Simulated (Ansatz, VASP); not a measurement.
Two plane-wave programs on Ge

File INCAR:

```
SYSTEM = Ge
PREC = Accurate
ENCUT = 520
EDIFF = 1E-6
ISMEAR = 0
SIGMA = 0.15
LREAL = .FALSE.
LASPH = .TRUE.
NELM = 60
ALGO = Normal
ISIF = 2
LWAVE = .FALSE.
LCHARG = .FALSE.
GGA = PS
NBANDS = 36
```

File KPOINTS:

```
Automatic mesh
0
G
  12 12 8
  0 0 0
```

Contents of POSCAR:

```
Ge
1.0
    3.9969678618      0.0000000000      0.0000000000
   -1.9984839309      3.4614757064      0.0000000000
    0.0000000000      0.0000000000      6.5963651449
Ge
4
Direct
    0.6666666667      0.3333333333      0.0174322640
    0.3333333333      0.6666666667      0.5629118567
    0.6666666667      0.3333333333      0.4370881433
    0.3333333333      0.6666666667      0.9370881433
```

Input for Ansatz:

```yaml
crystal:
  lattice:
    - [3.9969678618, 0.0, 0.0]
    - [-1.9984839309, 3.4614757064, 0.0]
    - [0.0, 0.0, 6.5963651449]
  atoms:
    - { symbol: Ge, position: [0.6666666667, 0.3333333333, 0.017432264] }
    - { symbol: Ge, position: [0.3333333333, 0.6666666667, 0.5629118567] }
    - { symbol: Ge, position: [0.6666666667, 0.3333333333, 0.4370881433] }
    - { symbol: Ge, position: [0.3333333333, 0.6666666667, 0.9370881433] }
basis:
  ecutwfc: 420
kpoints:
  mp_grid: { grid: [12, 12, 8] }
hamiltonian:
  xc: pbesol
scf:
  occupations: { method: gaussian, width: 0.15 }
output:
  forces: true
  stress: true
  eigenvalues: true
  write_density: true
  write_potential: true
  elf: true
  volumetric_format: npy
```

Alike in both runs: task single point; functional PBEsol; k mesh 12 × 12 × 8; occupations gaussian, width 0.15 eV; no spin polarisation.

|  | VASP | Ansatz |
| --- | --- | --- |
| version | VASP 6.6.1 | Ansatz 0.2.0 |
| potentials or method | VASP PAW PBE potentials, release 64 (Ge_d), cutoff 520 eV | scalar-relativistic, plane waves, PAW |
| valence electrons in the cell | 56 | 56 |

VASP gave:

```
gap on the k mesh at the Fermi level (eV)                     : none
pressure (GPa)                                                : 1.2
traceless stress, the component that is largest in VASP (GPa) : -3.42
rms of the force components (eV/Å)                            : 0.796
```

Task: Estimate Ansatz's values.

Result: gap on the k mesh at the Fermi level (eV): none; pressure (GPa): 1.3; traceless stress, the component that is largest in VASP (GPa): -3.46; rms of the force components (eV/Å): 0.798.

VASP's potentials were made for PBE, not for PBEsol. Atom by atom the forces differ by 0.002 eV/Å (rms over components). A gap of «none» marks a metal or a gap that the smearing closes. With one functional, cell and mesh, what is left measures potentials, basis and numerics.
